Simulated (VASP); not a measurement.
A run of VASP 6.6.1:

The input INCAR:

```
PREC = Accurate
ENCUT = 600
EDIFF = 1E-7
ISMEAR = 0
SIGMA = 0.1
LREAL = False
LASPH = True
NELM = 200
ALGO = Normal
ISIF = 3
LWAVE = False
LCHARG = False
GGA = PE
IBRION = 2
NSW = 100
EDIFFG = -0.01
GGA_COMPAT = False
NELMIN = 4
LMAXMIX = 6
```

KPOINTS

```
Automatic mesh
0
Gamma
  8 8 8
```

POSCAR

```
Dy2Be3O
1.0
    4.8337265829      0.0000000000      0.0000000000
    0.0000000000      4.8337265829      0.0000000000
    0.0000000000      0.0000000000      5.7585615476
Dy Be O
2 3 1
Direct
    0.0000000000      0.5000000000      0.0000000000
    0.5000000000      0.0000000000      0.0000000000
    0.0000000000      0.5000000000      0.5000000000
    0.5000000000      0.0000000000      0.5000000000
    0.0000000000      0.0000000000      0.0000000000
    0.5000000000      0.5000000000      0.0000000000
```

Potentials or basis: VASP PAW PBE potentials, release 64 (Dy_3, Be, O), 4f in core.

The run is started by

```console
$ cat potpaw_PBE.64/Dy_3/POTCAR potpaw_PBE.64/Be/POTCAR potpaw_PBE.64/O/POTCAR > POTCAR
$ mpirun -np 1 vasp_std > vasp.out
```

Hardware: 1 thread of Intel(R) Xeon(R) 6975P-C (Granite Rapids), on a shared host.

Task: How long does it take, and how much memory?

Result: Run time: 5.6 min on 1 thread of Intel(R) Xeon(R) 6975P-C (Granite Rapids), with other jobs on the host, peak memory 0.45 GiB. Counts: scf iterations 51, k points 75, ion steps 5.
